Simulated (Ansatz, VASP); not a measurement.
Two plane-wave programs on BaC4

```
Ba C
1.0
     3.44579    0.00000    0.00000
    -1.72290    2.98414    0.00000
     0.00000    0.00000    8.29590
Ba C
1 4
Direct
  0.00000 0.00000 0.65100
  0.50000 0.00000 0.02514
  0.00000 0.50000 0.02514
  0.50000 0.50000 0.02514
  0.00000 0.00000 0.37728
```

Alike in both runs: task single point; functional PBE; k mesh 6 × 6 × 2; occupations gaussian, width 0.1 eV; no spin polarisation.

|  | VASP | Ansatz |
| --- | --- | --- |
| version | VASP 6.6.1 | Ansatz 0.2.0 |
| potentials or method | VASP PAW PBE potentials, release 64 (Ba_sv, C), cutoff 520 eV | scalar-relativistic, plane waves, PAW |
| valence electrons in the cell | 26 | 26 |

Ansatz gave:

- gap on the k mesh at the Fermi level (eV): none
- pressure (GPa): -9.4
- traceless stress, the component that is largest in VASP (GPa): 7.91
- rms of the force components (eV/Å): 0.437

Task: Estimate VASP's values.

Result: gap on the k mesh at the Fermi level (eV): none; pressure (GPa): -8.1; traceless stress, the component that is largest in VASP (GPa): 9.27; rms of the force components (eV/Å): 0.621.

Atom by atom the forces differ by 0.196 eV/Å (rms over components). A gap of «none» marks a metal or a gap that the smearing closes.

The k mesh is coarse, so the values compare programs but aren't converged. Spin-orbit coupling is off throughout.
